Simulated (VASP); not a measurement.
# MoS2 in VASP: further runs

The runs below take MoS2 through single point, with PBEsol.

Everything below comes from runs of VASP 6.6.1. Logs are shortened: lines on timing, memory, paths and dates and some standing lists are left out, and cuts for length are marked.

**Experimental background.**

“Multiwavelength excitation Raman Scattering Analysis of bulk and 2 dimensional MoS2: Vibrational properties of atomically thin MoS2 layers”, 2015, arxiv:1506.03228 reports, for a bulk crystal of MoS2 at 300 K: band gap 1.3 eV (indirect).

The runs below are set against these values where they give the same quantity.

### 1 The cell of the first run

Symmetry: P6_3/mmc, No. 194, hexagonal system. The conventional cell has a = 3.169 Å, b = 3.169 Å, c = 12.324 Å, α = 90.00°, β = 90.00°, γ = 120.00°. Within 3.2 Å of Mo (site symmetry -6m2) lie 6 S at 2.41 Å and 6 Mo at 3.17 Å. S (site symmetry 3m) has 3 Mo at 2.41 Å and 7 S at 3.13 to 3.17 Å within 3.2 Å.

### 2 Single point, PBEsol

File INCAR:

```
ALGO = Normal
EDIFF = 1E-7
ENCUT = 520
GGA = PS
ISIF = 2
ISMEAR = 0
LASPH = True
LCHARG = False
LREAL = False
LWAVE = False
NBANDS = 35
NELM = 80
PREC = Accurate
SIGMA = 0.05
```

File KPOINTS:

```
k-points
0
Gamma
  9 9 2
```

File POSCAR:

```
MoS2
1.0
    3.1690000000      0.0000000000      0.0000000000
   -1.5845000000      2.7444345046      0.0000000000
    0.0000000000      0.0000000000     12.3240000000
Mo S
2 4
Direct
    0.3333333333      0.6666666667      0.2500000000
    0.6666666667      0.3333333333      0.7500000000
    0.3333333333      0.6666666667      0.6230000000
    0.6666666667      0.3333333333      0.1230000000
    0.3333333333      0.6666666667      0.8770000000
    0.6666666667      0.3333333333      0.3770000000
```

Potentials or basis: VASP PAW PBE potentials, release 64 (Mo_sv, S).

Command:

```bash
$ cat potpaw_PBE.64/Mo_sv/POTCAR potpaw_PBE.64/S/POTCAR > POTCAR
$ mpirun -np 1 vasp_std > vasp.out
```

OUTCAR:

```text
EDIFF = 1E-7
   ENCUT = 520
   GGA = PS
   ISIF = 2
   ISMEAR = 0
   LASPH = True
   LREAL = False
   NELM = 80
   PREC = Accurate

 ion  position               nearest neighbor table
   1  0.333  0.667  0.250-   4 2.41   6 2.41   4 2.41   6 2.41   4 2.41   6 2.41
   2  0.667  0.333  0.750-   3 2.41   5 2.41   3 2.41   5 2.41   3 2.41   5 2.41
   3  0.333  0.667  0.623-   2 2.41   2 2.41   2 2.41
   4  0.667  0.333  0.123-   1 2.41   1 2.41   1 2.41
   5  0.333  0.667  0.877-   2 2.41   2 2.41   2 2.41
   6  0.667  0.333  0.377-   1 2.41   1 2.41   1 2.41

  LATTYP: Found a hexagonal cell.
 ALAT       =     3.1690000000
 C/A-ratio  =     3.8889239508

  Lattice vectors:

 A1 = (   3.1690000000,   0.0000000000,   0.0000000000)
 A2 = (  -1.5845000000,   2.7444345046,   0.0000000000)
 A3 = (   0.0000000000,   0.0000000000,  12.3240000000)

Analysis of symmetry for initial positions (statically):
=====================================================================
 Subroutine PRICEL returns:
 Original cell was already a primitive cell.

 Routine SETGRP: Setting up the symmetry group for a
 hexagonal supercell.

 Subroutine GETGRP returns: Found 24 space group operations
 (whereof 12 operations were pure point group operations)
 out of a pool of 24 trial point group operations.

The static configuration has the point symmetry D_3d.
 The point group associated with its full space group is D_6h.

Analysis of symmetry for dynamics (positions and initial velocities):
=====================================================================
 Subroutine PRICEL returns:
 Original cell was already a primitive cell.

 Routine SETGRP: Setting up the symmetry group for a
 hexagonal supercell.

 Subroutine GETGRP returns: Found 24 space group operations
 (whereof 12 operations were pure point group operations)
 out of a pool of 24 trial point group operations.

The dynamic configuration has the point symmetry D_3d.
 The point group associated with its full space group is D_6h.

 Subroutine INISYM returns: Found 24 space group operations
 (whereof 12 operations are pure point group operations),
 and found     1 'primitive' translations

----------------------------------------------------------------------------------------

                                     Primitive cell

  volume of cell :     107.1832

  direct lattice vectors                    reciprocal lattice vectors
     3.169000000  0.000000000  0.000000000     0.315556958  0.182186895  0.000000000
    -1.584500000  2.744434505  0.000000000     0.000000000  0.364373789  0.000000000
     0.000000000  0.000000000 12.324000000     0.000000000  0.000000000  0.081142486

  length of vectors
     3.169000000  3.169000000 12.324000000     0.364373789  0.364373789  0.081142486

  position of ions in fractional coordinates (direct lattice)
     0.333333333  0.666666667  0.250000000
     0.666666667  0.333333333  0.750000000
     0.333333333  0.666666667  0.623000000
     0.666666667  0.333333333  0.123000000
     0.333333333  0.666666667  0.877000000
     0.666666667  0.333333333  0.377000000

  ion indices of the primitive-cell ions
   primitive index   ion index
                 1           1
                 2           2
                 3           3
                 4           4
                 5           5
                 6           6

----------------------------------------------------------------------------------------

 KPOINTS: k-points

Automatic generation of k-mesh.
 Grid dimensions read from file:
 generate k-points for:    9    9    2

 Generating k-lattice:

  Cartesian coordinates                     Fractional coordinates (reciprocal lattice)
     0.035061884  0.020242988  0.000000000     0.111111111  0.000000000  0.000000000
     0.000000000  0.040485977  0.000000000     0.000000000  0.111111111  0.000000000
     0.000000000  0.000000000  0.040571243     0.000000000  0.000000000  0.500000000

  Length of vectors
     0.040485977  0.040485977  0.040571243

  Shift w.r.t. Gamma in fractional coordinates (k-lattice)
     0.000000000  0.000000000  0.000000000

 Subroutine IBZKPT returns following result:
 ===========================================

 Found     24 irreducible k-points:

 Following reciprocal coordinates:
            Coordinates               Weight
  0.000000  0.000000  0.000000      1.000000
  0.111111  0.000000  0.000000      6.000000
  0.222222  0.000000  0.000000      6.000000
  0.333333  0.000000  0.000000      6.000000
  0.444444  0.000000  0.000000      6.000000
  0.111111  0.111111  0.000000      6.000000
[... 16 lines left out ...]
  0.333333  0.222222  0.500000     12.000000
  0.333333  0.333333  0.500000      2.000000
   k-points           NKPTS =     24   k-points in BZ     NKDIM =     24   number of bands    NBANDS=     35
   number of dos      NEDOS =    301   number of ions     NIONS =      6
   total plane-waves  NPLWV =  55296
   dimension x,y,z NGX =    24 NGY =   24 NGZ =   96
   dimension x,y,z NGXF=    48 NGYF=   48 NGZF=  192
   ions per type =               2   4
   NGX,Y,Z   is equivalent  to a cutoff of  12.59, 12.59, 12.95 a.u.
   NGXF,Y,Z  is equivalent  to a cutoff of  25.18, 25.18, 25.90 a.u.
 SYSTEM =  unknown system
   PREC   = accura    normal or accurate (medium, high low for compatibility)
   ISTART =      0    job   : 0-new  1-cont  2-samecut
   ICHARG =      2    charge: 1-file 2-atom 10-const
   ISPIN  =      1    spin polarized calculation?
   LNONCOLLINEAR =      F non collinear calculations
   LSORBIT =      F    spin-orbit coupling
   LASPH  =      T    aspherical Exc in radial PAW
   ENCUT  =  520.0 eV  38.22 Ry    6.18 a.u.   5.89  5.89 22.91*2*pi/ulx,y,z
   NELM   =     80;   NELMIN=  2; NELMDL= -5     # of ELM steps
   EDIFF  = 0.1E-06   stopping-criterion for ELM
   LREAL  =      F    real-space projection
   EDIFFG = 0.1E-05   stopping-criterion for IOM
   NSW    =      0    number of steps for IOM
   IBRION =     -1    ionic relax: 0-MD 1-quasi-New 2-CG
   NFREE  =      0    steps in history (QN), initial steepest desc. (CG)
   ISIF   =      2    stress and relaxation
   ISYM   =      2    0-nonsym 1-usesym 2-fastsym
   POTIM  = 0.5000    time-step for ionic-motion
   TEBEG  =    0.0;   TEEND  =   0.0 temperature during run
   PSTRESS=    0.0 pullay stress
   NELECT =      52.0000    total number of electrons
   NUPDOWN=      -1.0000    fix difference up-down
   EMIN   =  10.00;   EMAX   =-10.00  energy-range for DOS
   EFERMI =   0.00;   METHOD = LEGACY
   ISMEAR =     0;   SIGMA  =   0.05  broadening in eV -4-tet -1-fermi 0-gaus
   EFERMI_NEDOS =   21; number of points for ismear=-14 and -15
   IALGO  =     38    algorithm
   IMIX   =      4    mixing-type and parameters
     AMIX     =   0.40;   BMIX     =  1.00
     AMIX_MAG =   1.60;   BMIX_MAG =  1.00
  volume/ion in A,a.u.               =      17.86       120.55
  Fermi-wavevector in a.u.,A,eV,Ry     =   1.286373  2.430893 22.514325  1.654756
  Thomas-Fermi vector in A             =   2.418452
   LORBIT       =      0    0 simple, 1 ext, 2 COOP (PROOUT), +10 PAW based schemes
   GGA     = PS    functional components
   LHFCALC =     F    Hartree Fock is set to
   AEXX    =    0.0000 exact exchange contribution
   IVDW    =     0    specifies the selected vdW correction
   LEPSILON=     F    determine dielectric tensor
   LRPA    =     F    only Hartree local field effects (RPA)
 non-spin polarized calculation
 Gauss-broadening in eV      SIGMA  =   0.05
  energy-cutoff  :      520.00
  volume of cell :      107.18
 maximum number of plane-waves:      2904
 NGX is ok and might be reduce to    24
   NGX = 11   NGY = 11   NGZ = 45

 number of electron      51.9999997 magnetization

 Free energy of the ion-electron system (eV)
  ---------------------------------------------------
  ext. energy  EPLUGINS =         0.00000000
  ---------------------------------------------------
  free energy    TOTEN  =       -46.87902390 eV

  energy without entropy =      -46.87902390  energy(sigma->0) =      -46.87902390

 E-fermi :   7.6420     XC(G=0): -10.9948

 val. band max:        7.4097272708   @ k =   0.0000   0.0000   0.0000
 cond. band min:       8.3443441612   @ k =   0.2222   0.1111   0.0000
 fundamental gap:      0.9346168904
 Fermi energy:         7.6420095893

 k-point     1 :       0.0000    0.0000    0.0000
  band No.  band energies     occupation
      1     -54.0042      2.00000
      2     -54.0041      2.00000
      3     -28.1909      2.00000
      4     -28.1908      2.00000
      5     -27.9612      2.00000
      6     -27.9612      2.00000
[... 27 lines left out ...]
     34       9.8698      0.00000
     35      12.8696      0.00000

 k-point     2 :       0.1111    0.0000    0.0000
  band No.  band energies     occupation
      1     -53.9995      2.00000
      2     -53.9995      2.00000
      3     -28.1816      2.00000
      4     -28.1816      2.00000
      5     -28.0084      2.00000
      6     -28.0083      2.00000
[... 27 lines left out ...]
     34       9.8803      0.00000
     35      13.6976      0.00000

 k-point     3 :       0.2222    0.0000    0.0000
  band No.  band energies     occupation
      1     -53.9876      2.00000
      2     -53.9876      2.00000
      3     -28.1582      2.00000
      4     -28.1581      2.00000
      5     -28.1261      2.00000
      6     -28.1261      2.00000
[... 27 lines left out ...]
     34      10.5239      0.00000
     35      14.7277      0.00000
[... 723 lines left out ...]
 k-point    23 :       0.3333    0.2222    0.5000
  band No.  band energies     occupation
      1     -53.9613      2.00000
      2     -53.9613      2.00000
      3     -28.2952      2.00000
      4     -28.2952      2.00000
      5     -28.1445      2.00000
      6     -28.1445      2.00000
[... 27 lines left out ...]
     34      11.3965      0.00000
     35      13.8908      0.00000

 k-point    24 :       0.3333    0.3333    0.5000
  band No.  band energies     occupation
      1     -53.9590      2.00000
      2     -53.9590      2.00000
      3     -28.2566      2.00000
      4     -28.2566      2.00000
      5     -28.2118      2.00000
      6     -28.2118      2.00000
[... 27 lines left out ...]
     34      11.5825      0.00000
     35      14.0222      0.00000

------------------------ aborting loop because EDIFF is reached ----------------------------------------

  FORCE on cell =-STRESS in cart. coord.  units (eV):
  Direction    XX          YY          ZZ          XY          YZ          ZX
  --------------------------------------------------------------------------------------
  -------------------------------------------------------------------------------------
  Total       -2.1885191     -2.1885191     -1.5800335      0.0000000      0.0000000     -0.0000000
  in kB      -32.7140350    -32.7140350    -23.6183789      0.0000000      0.0000000     -0.0000000
  external PRESSURE =     -29.6821497 kB  Pullay stress =       0.0000000 kB

 VOLUME and BASIS-vectors are now :
 -----------------------------------------------------------------------------
  energy-cutoff  :      520.00
  volume of cell :      107.18
      direct lattice vectors                 reciprocal lattice vectors
     3.169000000  0.000000000  0.000000000     0.315556958  0.182186895  0.000000000
    -1.584500000  2.744434505  0.000000000     0.000000000  0.364373789  0.000000000
     0.000000000  0.000000000 12.324000000     0.000000000  0.000000000  0.081142486

 POSITION                                       TOTAL-FORCE (eV/Angst)
 -----------------------------------------------------------------------------------
     -0.00000      1.82962      3.08100        -0.000000      0.000000      0.000000
      1.58450      0.91481      9.24300         0.000000      0.000000      0.000000
     -0.00000      1.82962      7.67785         0.000000      0.000000      0.311296
      1.58450      0.91481      1.51585        -0.000000      0.000000      0.311296
     -0.00000      1.82962     10.80815         0.000000     -0.000000     -0.311296
      1.58450      0.91481      4.64615        -0.000000      0.000000     -0.311296
 -----------------------------------------------------------------------------------
    total drift:                               -0.000000      0.000000     -0.000000

  FREE ENERGIE OF THE ION-ELECTRON SYSTEM (eV)
  ---------------------------------------------------
  free  energy   TOTEN  =       -46.8790238983 eV

  energy  without entropy=      -46.8790238983  energy(sigma->0) =      -46.87902390
```

Run time: 65 s. Hardware: 1 thread of Intel Xeon 6975P-C, shared host; peak memory 0.26 GiB.

What came out:

```
Free energy            : -46.8790 eV
Pressure               : -3.0 GPa
Largest force          : 0.311 eV/Å
Band gap on the k mesh : 0.93 eV, indirect (least direct gap 1.66 eV)
```

Forces on the atoms (eV/Å):
```
Mo   0.000  0.000  0.000
Mo   0.000  0.000  0.000
S    0.000  0.000  0.311
S    0.000  0.000  0.311
S    0.000  0.000 -0.311
S    0.000  0.000 -0.311
```

Stress tensor (GPa, compression positive):
```
-3.27  0.00  0.00
 0.00 -3.27  0.00
 0.00  0.00 -2.36
```

Levels at points of the mesh, in eV from the valence-band top:
| k point | band 23 | band 24 | band 25 | band 26 | band 27 | band 28 | band 29 | band 30 |
| --- | --- | --- | --- | --- | --- | --- | --- | --- |
| (0.00, 0.00, 0.00) | -2.12 | -1.18 | -1.17 | 0.00 | 2.11 | 2.11 | 2.13 | 2.13 |
| (0.00, 0.00, 0.50) | -2.15 | -2.15 | -0.27 | -0.27 | 2.11 | 2.11 | 2.11 | 2.11 |

Caveat: the PAW data sets were made with another functional, which shifts forces and pressure a little; this functional lacks dispersion, which binds the layers, so the pressure and a relaxed spacing across them are unreliable.

### 3 Single point, PBEsol

File INCAR:

```
SYSTEM = MoS2
ALGO = Normal
EDIFF = 1E-6
ENCUT = 520
GGA = PS
ISIF = 2
ISMEAR = 0
LASPH = .True.
LCHARG = .True.
LELF = .True.
LREAL = .False.
LVHAR = .True.
LWAVE = .False.
NBANDS = 35
NELECT = 52.2
NELM = 80
PREC = Accurate
SIGMA = 0.05
```

File KPOINTS:

```
k-points
0
Gamma
  9 9 2
  0 0 0
```

POSCAR is that of step 2.

Potentials or basis: VASP PAW PBE potentials, release 64 (Mo_sv, S).

Command:

```bash
$ cat potpaw_PBE.64/Mo_sv/POTCAR potpaw_PBE.64/S/POTCAR > POTCAR
$ mpirun -np 1 vasp_std > vasp.out
```

Run time: 66 s. Hardware: 1 thread of Intel Xeon 6975P-C, shared host; peak memory 0.26 GiB.

The run converged. Its results:

```
Free energy   : -45.2054 eV
Largest force : 0.177 eV/Å
```

Forces in eV/Å, atoms in the order of the input:
```
Mo   0.000  0.000  0.000
Mo   0.000  0.000  0.000
S    0.000  0.000  0.177
S    0.000  0.000  0.177
S    0.000  0.000 -0.177
S    0.000  0.000 -0.177
```

Levels at points of the mesh, in eV from the Fermi level:
| k point | band 22 | band 23 | band 24 | band 25 | band 26 | band 27 | band 28 | band 29 | band 30 | band 31 |
| --- | --- | --- | --- | --- | --- | --- | --- | --- | --- | --- |
| (0.00, 0.00, 0.00) | -3.15 | -3.15 | -2.23 | -2.22 | -1.03 | 1.07 | 1.07 | 1.10 | 1.10 | 1.25 |
| (0.00, 0.00, 0.50) | -3.18 | -3.18 | -3.18 | -1.30 | -1.30 | 1.07 | 1.07 | 1.07 | 1.07 | 1.34 |

Caveat: the cell carries a net charge on a neutralising background, which shifts energy and pressure; the cell is charged against a uniform background, so pressure and absolute levels hang on convention; the PAW data sets were made with another functional, which shifts forces and pressure a little; this functional lacks dispersion, which binds the layers, so the pressure and a relaxed spacing across them are unreliable.

(Part 1 of 2 ends here.)
